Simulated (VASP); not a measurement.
A run of VASP 6.6.1 is set up as follows.

The input INCAR:

```
PREC = Accurate
ENCUT = 520
EDIFF = 1E-6
ISMEAR = 0
SIGMA = 0.1
LREAL = False
LASPH = True
NELM = 80
ALGO = Fast
ISIF = 2
LWAVE = False
LCHARG = False
GGA = PE
NBANDS = 22
```

Contents of KPOINTS:

```
Automatic mesh
0
Gamma
  12 12 16
```

Contents of POSCAR:

```
Pt
1.0
    4.5293534170      0.0000000000      0.0000000000
   -2.2646767085      3.9225351219      0.0000000000
    0.0000000000      0.0000000000      2.7061576063
Pt
3
Direct
    0.0000000000      0.0000000000      0.0000000000
    0.3333333333      0.6666666667      0.5000000000
    0.6666666667      0.3333333333      0.5000000000
```

Potentials or basis: VASP PAW PBE potentials, release 64 (Pt).

Run with:

```console
$ cat potpaw_PBE.64/Pt/POTCAR > POTCAR
$ mpirun -np 1 vasp_std > vasp.out
```

Problem. Predict the pressure.

Solution. -0.5 GPa.

Problem. What does it give for the band gap on the k mesh?

Solution. Zero (band 15 reaches 11.19 eV, above the bottom of band 16 at 9.82 eV).

Caveat: spin-orbit coupling is left out, which moves the levels of the heavy elements.
